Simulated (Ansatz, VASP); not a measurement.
# PbSe in VASP and in Ansatz

The input INCAR:

```
PREC     = Accurate       # precision mode
ENCUT    = 520            # plane-wave cutoff, eV
EDIFF    = 1E-6           # SCF threshold, eV
ISMEAR   = -1             # smearing method
SIGMA    = 0.02           # smearing width, eV
LREAL    = False          # projectors in reciprocal space
LASPH    = True           # aspherical terms in the spheres
NELM     = 80             # most SCF steps
ALGO     = Normal         # electronic algorithm
ISIF     = 2              # what is computed and relaxed
LWAVE    = False          # write WAVECAR
LCHARG   = False          # write CHGCAR
GGA      = PE             # functional
NBANDS   = 28             # bands
```

Contents of KPOINTS:

```
regular mesh
0
Gamma
  6 6 6
```

The input POSCAR:

```
PbSe
1.0
    2.1377037839     -6.1346894763      0.0000000000
    2.1377037839      6.1346894763      0.0000000000
    0.0000000000      0.0000000000      4.4334889037
Pb Se
2 2
Direct
    0.6306561972      0.3693438028      0.7500000000
    0.3693438028      0.6306561972      0.2500000000
    0.8605001916      0.1394998084      0.7500000000
    0.1394998084      0.8605001916      0.2500000000
```

Input for Ansatz:

```yaml
crystal:
  lattice:
    - [2.1377037839, -6.1346894763, 0.0]
    - [2.1377037839, 6.1346894763, 0.0]
    - [0.0, 0.0, 4.4334889037]
  atoms:
    - { symbol: Pb, position: [0.6306561972, 0.3693438028, 0.75] }
    - { symbol: Pb, position: [0.3693438028, 0.6306561972, 0.25] }
    - { symbol: Se, position: [0.8605001916, 0.1394998084, 0.75] }
    - { symbol: Se, position: [0.1394998084, 0.8605001916, 0.25] }
kpoints:
  mp_grid: { grid: [6, 6, 6] }
  band_path:
    path:
      - [0.0, 0.0, 0.0]
      - [-0.5, 0.5, 0.0]
      - [-0.2817688255, 0.7182311745, 0.0]
      - [0.2817688255, 0.2817688255, 0.0]
      - [0.0, 0.0, 0.5]
      - [0.2817688255, 0.2817688255, 0.5]
      - [-0.2817688255, 0.7182311745, 0.5]
      - [-0.5, 0.5, 0.5]
      - [0.0, 0.5, 0.0]
      - [-0.5, 0.5, 0.4]
      - [0.5, -0.5, 0.388021]
      - [0.209635, 0.210938, 0.0]
    npoints: 1
hamiltonian:
  xc: pbe
scf:
  occupations: { method: fermi_dirac, width: 0.02 }
  n_extra_bands: 5
output:
  forces: true
  stress: true
  eigenvalues: true
```

Change from the starting cell: uniaxial_y strain +2.3%.

Alike in both runs: task single point; functional PBE; k mesh 6 × 6 × 6; occupations fermi-dirac, width 0.02 eV; no spin polarisation.

|  | VASP | Ansatz |
| --- | --- | --- |
| version | VASP 6.6.1 | Ansatz 0.2.0 |
| potentials or method | VASP PAW PBE potentials, release 64 (Pb_d, Se) | plane waves, PAW |
| plane-wave cutoff (eV) | 520 | 420 |
| valence electrons in the cell | 40 | 60 |

```tsv
	VASP	Ansatz	Ansatz less VASP
gap on the k mesh at the Fermi level (eV)	1.07	1.07	+0.001
pressure (GPa)	1.5	1.5	0.00
traceless stress, the component that is largest in VASP (GPa)	-0.25	-0.27	-0.022
rms of the force components (eV/Å)	0.070	0.066	-0.0042
```

Atom by atom the forces differ by 0.004 eV/Å (rms over components). VASP's potentials hold 40 valence electrons a cell and Ansatz's 60, so a difference there can come from the potentials and not from the codes.

Neither program's run includes spin-orbit coupling.
